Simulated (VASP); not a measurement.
A run of VASP 6.6.1 is set up as follows.

Contents of INCAR:

```
ALGO = Normal ; EDIFF = 1E-7
ENCUT = 520 ; GGA = PE
ISIF = 2 ; ISMEAR = 0
LASPH = T ; LCHARG = F
LREAL = F ; LWAVE = F
NBANDS = 15 ; NELM = 80
PREC = Accurate ; SIGMA = 0.01
```

File KPOINTS:

```
k-points
0
Gamma
  6 6 6
```

File POSCAR:

```
KI
1.0
    4.2530709346      0.0000000000      0.0000000000
    0.0000000000      4.2530709346      0.0000000000
    0.0000000000      0.0000000000      4.2530709346
K I
1 1
Direct
    0.0000000000      0.0000000000      0.0000000000
    0.5000000000      0.5000000000      0.5000000000
```

Potentials or basis: VASP PAW PBE potentials, release 64 (K_sv, I).

Command:

```console
$ cat potpaw_PBE.64/K_sv/POTCAR potpaw_PBE.64/I/POTCAR > POTCAR
$ mpirun -np 1 vasp_std > vasp.out
```

Problem. Predict the pressure.

Solution. 0.9 GPa.

Problem. What does it give for the band gap on the k mesh?

Solution. 3.40 eV, indirect (least direct gap 3.78 eV).

Caveat: spin-orbit coupling is left out, which moves the levels of the heavy elements. A k mesh can miss the band edges.
